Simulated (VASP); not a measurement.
# Rb4SrCaSi2 (P-4m2) in VASP: further runs

Rb4SrCaSi2 is run at these levels: PBE; tasks: single point.

Program: VASP 6.6.1. These are calculated values, not measurements. Logs are shortened: lines on timing, memory, paths and dates and some standing lists are left out, and cuts for length are marked.

## 1. The cell of the first run

It takes space group P-4m2 (No. 115, tetragonal). The conventional cell has a = 5.922 Å, b = 5.922 Å, c = 8.305 Å, α = 90.00°, β = 90.00°, γ = 90.00°. Rb (site symmetry 2mm) has 4 Rb at 3.58 to 3.65 Å and 2 Ca at 3.58 Å and 2 Sr at 3.65 Å and 6 Si at 4.03 to 4.27 Å within 4.7 Å. Within 4.8 Å of Rb (site symmetry -4m2) lie 4 Rb at 3.65 Å and 4 Si at 3.65 Å and 2 Ca at 4.15 Å and 4 Sr at 4.19 Å. Within 4.7 Å of Rb (site symmetry -4m2) lie 4 Si at 3.58 Å and 4 Rb at 3.58 Å and 2 Sr at 4.15 Å and 4 Ca at 4.19 Å. Within 4.8 Å of Sr (site symmetry -4m2) lie 10 Rb at 3.65 to 4.19 Å and 4 Si at 3.65 Å. Within 4.7 Å of Ca (site symmetry -4m2) lie 4 Si at 3.58 Å and 10 Rb at 3.58 to 4.19 Å. Si (site symmetry 2mm) has 10 Rb at 3.58 to 4.27 Å and 2 Ca at 3.58 Å and 2 Sr at 3.65 Å within 4.7 Å.

## 2. Single point, PBE (Na replaced by Rb, lengths x 1.103, strained)

INCAR reads:

```
PREC = Accurate ; ENCUT = 520
EDIFF = 1E-7 ; ISMEAR = 0
SIGMA = 0.1 ; LREAL = F
LASPH = T ; NELM = 100
ALGO = Normal ; ISIF = 2
LWAVE = F ; LCHARG = F
GGA = PE ; NBANDS = 42
```

KPOINTS reads:

```
regular mesh
0
Gamma
  4 4 2
```

POSCAR reads:

```
Rb4SrCaSi2
1.0
    5.9218992212      0.0000000000      0.0000000000
    0.0000000000      5.9218992212      0.0000000000
    0.0000000000      0.0000000000      8.3050836367
Rb Sr Ca Si
4 1 1 2
Direct
    0.5000000000      0.0000000000      0.2568790000
    0.0000000000      0.5000000000      0.7431210000
    0.5000000000      0.5000000000      0.0000000000
    0.0000000000      0.0000000000      0.5000000000
    0.0000000000      0.0000000000      0.0000000000
    0.5000000000      0.5000000000      0.5000000000
    0.5000000000      0.0000000000      0.7423170000
    0.0000000000      0.5000000000      0.2576830000
```

Potentials or basis: VASP PAW PBE potentials, release 64 (Rb_sv, Sr_sv, Ca_sv, Si).

Command:

```sh
> cat potpaw_PBE.64/Rb_sv/POTCAR potpaw_PBE.64/Sr_sv/POTCAR potpaw_PBE.64/Ca_sv/POTCAR potpaw_PBE.64/Si/POTCAR > POTCAR
> mpirun -np 1 vasp_std > vasp.out
```

OUTCAR:

```text
PREC = Accurate
   ENCUT = 520
   EDIFF = 1E-7
   ISMEAR = 0
   LREAL = F
   LASPH = T
   NELM = 100
   ISIF = 2
   GGA = PE

 ion  position               nearest neighbor table
   1  0.500  0.000  0.257-   4 3.58   6 3.58   6 3.58   4 3.58   3 3.65   5 3.65   3 3.65   5 3.65
                             7 4.03   8 4.19   8 4.19   8 4.19   8 4.19   7 4.27
   2  0.000  0.500  0.743-   4 3.58   6 3.58   4 3.58   6 3.58   5 3.65   5 3.65   3 3.65   3 3.65
                             8 4.03   7 4.19   7 4.19   7 4.19   7 4.19   8 4.27
   3  0.500  0.500  0.000-   1 3.65   2 3.65   1 3.65   2 3.65   7 3.65   7 3.65   8 3.65   8 3.65
                             6 4.15   6 4.15   5 4.19   5 4.19   5 4.19   5 4.19
   4  0.000  0.000  0.500-   7 3.58   8 3.58   8 3.58   7 3.58   2 3.58   1 3.58   1 3.58   2 3.58
                             5 4.15   5 4.15   6 4.19   6 4.19   6 4.19   6 4.19
   5  0.000  0.000  0.000-   1 3.65   2 3.65   2 3.65   1 3.65   7 3.65   8 3.65   8 3.65   7 3.65
                             4 4.15   4 4.15   3 4.19   3 4.19   3 4.19   3 4.19
   6  0.500  0.500  0.500-   1 3.58   2 3.58   1 3.58   2 3.58   3 4.15   3 4.15   4 4.19   4 4.19
                             4 4.19   4 4.19
   7  0.500  0.000  0.742-   4 3.58   4 3.58   5 3.65   3 3.65   3 3.65   5 3.65   1 4.03   2 4.19
                             2 4.19   2 4.19   2 4.19   1 4.27
   8  0.000  0.500  0.258-   4 3.58   4 3.58   5 3.65   3 3.65   5 3.65   3 3.65   2 4.03   1 4.19
                             1 4.19   1 4.19   1 4.19   2 4.27

  LATTYP: Found a simple tetragonal cell.
 ALAT       =     5.9218992212
 C/A-ratio  =     1.4024358278

  Lattice vectors:

 A1 = (   5.9218992212,   0.0000000000,   0.0000000000)
 A2 = (   0.0000000000,   5.9218992212,   0.0000000000)
 A3 = (   0.0000000000,   0.0000000000,   8.3050836367)

Analysis of symmetry for initial positions (statically):
=====================================================================
 Subroutine PRICEL returns:
 Original cell was already a primitive cell.

 Routine SETGRP: Setting up the symmetry group for a
 simple tetragonal supercell.

 Subroutine GETGRP returns: Found  8 space group operations
 (whereof  8 operations were pure point group operations)
 out of a pool of 16 trial point group operations.

The static configuration has the point symmetry D_2d.

Analysis of symmetry for dynamics (positions and initial velocities):
=====================================================================
 Subroutine PRICEL returns:
 Original cell was already a primitive cell.

 Routine SETGRP: Setting up the symmetry group for a
 simple tetragonal supercell.

 Subroutine GETGRP returns: Found  8 space group operations
 (whereof  8 operations were pure point group operations)
 out of a pool of 16 trial point group operations.

The dynamic configuration has the point symmetry D_2d.

 Subroutine INISYM returns: Found  8 space group operations
 (whereof  8 operations are pure point group operations),
 and found     1 'primitive' translations

----------------------------------------------------------------------------------------

                                     Primitive cell

  volume of cell :     291.2501

  direct lattice vectors                    reciprocal lattice vectors
     5.921899221  0.000000000  0.000000000     0.168864745  0.000000000  0.000000000
     0.000000000  5.921899221  0.000000000     0.000000000  0.168864745  0.000000000
     0.000000000  0.000000000  8.305083637     0.000000000  0.000000000  0.120408179

  length of vectors
     5.921899221  5.921899221  8.305083637     0.168864745  0.168864745  0.120408179

  position of ions in fractional coordinates (direct lattice)
     0.500000000  0.000000000  0.256879000
     0.000000000  0.500000000  0.743121000
     0.500000000  0.500000000  0.000000000
     0.000000000  0.000000000  0.500000000
     0.000000000  0.000000000  0.000000000
     0.500000000  0.500000000  0.500000000
     0.500000000  0.000000000  0.742317000
     0.000000000  0.500000000  0.257683000

  ion indices of the primitive-cell ions
   primitive index   ion index
                 1           1
                 2           2
                 3           3
                 4           4
                 5           5
                 6           6
                 7           7
                 8           8

----------------------------------------------------------------------------------------

 KPOINTS: regular mesh

Automatic generation of k-mesh.
 Grid dimensions read from file:
 generate k-points for:    4    4    2

 Generating k-lattice:

  Cartesian coordinates                     Fractional coordinates (reciprocal lattice)
     0.042216186  0.000000000  0.000000000     0.250000000  0.000000000  0.000000000
     0.000000000  0.042216186  0.000000000     0.000000000  0.250000000  0.000000000
     0.000000000  0.000000000  0.060204090     0.000000000  0.000000000  0.500000000

  Length of vectors
     0.042216186  0.042216186  0.060204090

  Shift w.r.t. Gamma in fractional coordinates (k-lattice)
     0.000000000  0.000000000  0.000000000

 Subroutine IBZKPT returns following result:
 ===========================================

 Found     12 irreducible k-points:

 Following reciprocal coordinates:
            Coordinates               Weight
  0.000000  0.000000  0.000000      1.000000
  0.250000  0.000000  0.000000      4.000000
  0.500000  0.000000  0.000000      2.000000
  0.250000  0.250000  0.000000      4.000000
  0.500000  0.250000  0.000000      4.000000
  0.500000  0.500000  0.000000      1.000000
  0.000000  0.000000  0.500000      1.000000
  0.250000  0.000000  0.500000      4.000000
  0.500000  0.000000  0.500000      2.000000
  0.250000  0.250000  0.500000      4.000000
  0.500000  0.250000  0.500000      4.000000
  0.500000  0.500000  0.500000      1.000000
   k-points           NKPTS =     12   k-points in BZ     NKDIM =     12   number of bands    NBANDS=     42
   number of dos      NEDOS =    301   number of ions     NIONS =      8
   total plane-waves  NPLWV = 147456
   dimension x,y,z NGX =    48 NGY =   48 NGZ =   64
   dimension x,y,z NGXF=    96 NGYF=   96 NGZF=  128
   ions per type =               4   1   1   2
   NGX,Y,Z   is equivalent  to a cutoff of  13.48, 13.48, 12.81 a.u.
   NGXF,Y,Z  is equivalent  to a cutoff of  26.95, 26.95, 25.62 a.u.
 SYSTEM =  unknown system
   PREC   = accura    normal or accurate (medium, high low for compatibility)
   ISTART =      0    job   : 0-new  1-cont  2-samecut
   ICHARG =      2    charge: 1-file 2-atom 10-const
   ISPIN  =      1    spin polarized calculation?
   LNONCOLLINEAR =      F non collinear calculations
   LSORBIT =      F    spin-orbit coupling
   LASPH  =      T    aspherical Exc in radial PAW
   ENCUT  =  520.0 eV  38.22 Ry    6.18 a.u.  11.01 11.01 15.44*2*pi/ulx,y,z
   NELM   =    100;   NELMIN=  2; NELMDL= -5     # of ELM steps
   EDIFF  = 0.1E-06   stopping-criterion for ELM
   LREAL  =      F    real-space projection
   EDIFFG = 0.1E-05   stopping-criterion for IOM
   NSW    =      0    number of steps for IOM
   IBRION =     -1    ionic relax: 0-MD 1-quasi-New 2-CG
   NFREE  =      0    steps in history (QN), initial steepest desc. (CG)
   ISIF   =      2    stress and relaxation
   ISYM   =      2    0-nonsym 1-usesym 2-fastsym
   POTIM  = 0.5000    time-step for ionic-motion
   TEBEG  =    0.0;   TEEND  =   0.0 temperature during run
   PSTRESS=    0.0 pullay stress
   NELECT =      64.0000    total number of electrons
   NUPDOWN=      -1.0000    fix difference up-down
   EMIN   =  10.00;   EMAX   =-10.00  energy-range for DOS
   EFERMI =   0.00;   METHOD = LEGACY
   ISMEAR =     0;   SIGMA  =   0.10  broadening in eV -4-tet -1-fermi 0-gaus
   EFERMI_NEDOS =   21; number of points for ismear=-14 and -15
   IALGO  =     38    algorithm
   IMIX   =      4    mixing-type and parameters
     AMIX     =   0.40;   BMIX     =  1.00
     AMIX_MAG =   1.60;   BMIX_MAG =  1.00
  volume/ion in A,a.u.               =      36.41       245.68
  Fermi-wavevector in a.u.,A,eV,Ry     =   0.987900  1.866860 13.278546  0.975946
  Thomas-Fermi vector in A             =   2.119387
   LORBIT       =      0    0 simple, 1 ext, 2 COOP (PROOUT), +10 PAW based schemes
   GGA     = PE    functional components
   LHFCALC =     F    Hartree Fock is set to
   AEXX    =    0.0000 exact exchange contribution
   IVDW    =     0    specifies the selected vdW correction
   LEPSILON=     F    determine dielectric tensor
   LRPA    =     F    only Hartree local field effects (RPA)
 non-spin polarized calculation
 Gauss-broadening in eV      SIGMA  =   0.10
  energy-cutoff  :      520.00
  volume of cell :      291.25
 maximum number of plane-waves:      7886
 NGX is ok and might be reduce to    48
   NGX = 23   NGY = 23   NGZ = 31

 number of electron      64.0000001 magnetization

 Free energy of the ion-electron system (eV)
  ---------------------------------------------------
  ext. energy  EPLUGINS =         0.00000000
  ---------------------------------------------------
  free energy    TOTEN  =       -16.28725118 eV

  energy without entropy =      -16.28397568  energy(sigma->0) =      -16.28561343

 E-fermi :   2.3194     XC(G=0):  -8.0944

 val. band max:        2.2530332084   @ k =   0.5000   0.5000   0.0000
 cond. band min:       2.3692680516   @ k =   0.0000   0.0000   0.0000
 fundamental gap:      0.1162348432
 Fermi energy:         2.3193905801

 k-point     1 :       0.0000    0.0000    0.0000
  band No.  band energies     occupation
      1     -40.0006      2.00000
      2     -34.2426      2.00000
      3     -26.3763      2.00000
      4     -26.3708      2.00000
      5     -25.4563      2.00000
      6     -25.2993      2.00000
[... 34 lines left out ...]
     41       4.8170      0.00000
     42       4.8788      0.00000
[... 454 lines left out ...]
      2     -34.2424      2.00000
      3     -26.3708      2.00000
      4     -26.3708      2.00000
      5     -25.4594      2.00000
      6     -25.3033      2.00000
[... 34 lines left out ...]
     41       4.6121      0.00000
     42       4.9075      0.00000

------------------------ aborting loop because EDIFF is reached ----------------------------------------

  FORCE on cell =-STRESS in cart. coord.  units (eV):
  Direction    XX          YY          ZZ          XY          YZ          ZX
  --------------------------------------------------------------------------------------
  -------------------------------------------------------------------------------------
  Total        0.1615583      0.1615583      0.6245083      0.0000000      0.0000000      0.0000000
  in kB        0.8887379      0.8887379      3.4354433      0.0000000      0.0000000      0.0000000
  external PRESSURE =       1.7376397 kB  Pullay stress =       0.0000000 kB

 VOLUME and BASIS-vectors are now :
 -----------------------------------------------------------------------------
  energy-cutoff  :      520.00
  volume of cell :      291.25
      direct lattice vectors                 reciprocal lattice vectors
     5.921899221  0.000000000  0.000000000     0.168864745  0.000000000  0.000000000
     0.000000000  5.921899221  0.000000000     0.000000000  0.168864745  0.000000000
     0.000000000  0.000000000  8.305083637     0.000000000  0.000000000  0.120408179

 POSITION                                       TOTAL-FORCE (eV/Angst)
 -----------------------------------------------------------------------------------
      2.96095      0.00000      2.13340        -0.000000      0.000000      0.056224
      0.00000      2.96095      6.17168        -0.000000      0.000000     -0.056224
      2.96095      2.96095      0.00000        -0.000000      0.000000     -0.000000
      0.00000      0.00000      4.15254        -0.000000      0.000000     -0.000000
      0.00000      0.00000      0.00000         0.000000      0.000000     -0.000000
      2.96095      2.96095      4.15254        -0.000000      0.000000     -0.000000
      2.96095      0.00000      6.16500        -0.000000      0.000000      0.057015
      0.00000      2.96095      2.14008        -0.000000     -0.000000     -0.057015
 -----------------------------------------------------------------------------------
    total drift:                                0.000000     -0.000000     -0.000000

  FREE ENERGIE OF THE ION-ELECTRON SYSTEM (eV)
  ---------------------------------------------------
  free  energy   TOTEN  =       -16.2872511781 eV

  energy  without entropy=      -16.2839756766  energy(sigma->0) =      -16.28561343
```

Run time: 3.4 min. Hardware: 1 thread of AMD EPYC 9R45 (Zen 5), shared host; peak memory 0.44 GiB.

What came out:

- Free energy: -16.2873 eV
- Pressure: 0.2 GPa
- Largest force: 0.057 eV/Å
- Band gap on the k mesh: 0.12 eV, indirect (least direct gap 0.21 eV)

Forces in eV/Å, atoms in the order of the input:
```
Rb   0.000  0.000  0.056
Rb   0.000  0.000 -0.056
Rb   0.000  0.000  0.000
Rb   0.000  0.000  0.000
Sr   0.000  0.000  0.000
Ca   0.000  0.000  0.000
Si   0.000  0.000  0.057
Si   0.000  0.000 -0.057
```

Stress tensor (GPa, compression positive):
```
0.09 0.00 0.00
0.00 0.09 0.00
0.00 0.00 0.34
```

Caveat: the cell differs from its parent crystal (Na replaced by Rb, lengths x 1.103, strained).

## 3. Single point, PBE (Na replaced by Rb, lengths x 1.103, strained)

INCAR reads:

```
ALGO = Normal ; EDIFF = 1E-7
ENCUT = 520 ; GGA = PE
ISIF = 2 ; ISMEAR = 0
LASPH = T ; LCHARG = F
LREAL = F ; LWAVE = F
NBANDS = 42 ; NELM = 100
PREC = Accurate ; SIGMA = 0.01
```

KPOINTS reads:

```
k-points
0
Gamma
  6 6 4
```

POSCAR is that of step 2.

Potentials or basis: VASP PAW PBE potentials, release 64 (Rb_sv, Sr_sv, Ca_sv, Si).

Command:

```sh
> cat potpaw_PBE.64/Rb_sv/POTCAR potpaw_PBE.64/Sr_sv/POTCAR potpaw_PBE.64/Ca_sv/POTCAR potpaw_PBE.64/Si/POTCAR > POTCAR
> mpirun -np 1 vasp_std > vasp.out
```

It took 8 min on 1 thread of AMD EPYC 9R45 (Zen 5), shared host; peak memory 0.6 GiB.

It converged, with:

* Free energy: -16.3402 eV
* Pressure: 0.1 GPa
* Largest force: 0.058 eV/Å
* Band gap on the k mesh: 0.12 eV, indirect (least direct gap 0.22 eV)

Forces in eV/Å, atoms in the order of the input:
```
Rb   0.000  0.000  0.055
Rb   0.000  0.000 -0.055
Rb   0.000  0.000  0.000
Rb   0.000  0.000  0.000
Sr   0.000  0.000  0.000
Ca   0.000  0.000  0.000
Si   0.000  0.000  0.058
Si   0.000  0.000 -0.058
```

Stress tensor (GPa, compression positive):
```
0.06 0.00 0.00
0.00 0.06 0.00
0.00 0.00 0.23
```

Levels at points of the mesh, in eV from the valence-band top:
```csv
k point,band 30,band 31,band 32,band 33,band 34,band 35
"(0.00, 0.00, 0.00)",-0.30,-0.10,-0.10,0.12,0.55,0.71
"(0.50, 0.00, 0.00)",-0.58,-0.52,-0.44,1.32,1.34,1.77
"(0.50, 0.50, 0.00)",-0.08,-0.08,0.00,0.47,0.62,0.71
"(0.00, 0.00, 0.50)",-0.25,-0.15,-0.15,1.12,1.19,1.35
"(0.50, 0.00, 0.50)",-0.46,-0.45,-0.43,1.41,1.61,2.03
"(0.50, 0.50, 0.50)",-0.77,-0.39,-0.39,0.95,0.95,1.71
```

Caveat: the cell differs from its parent crystal (Na replaced by Rb, lengths x 1.103, strained).
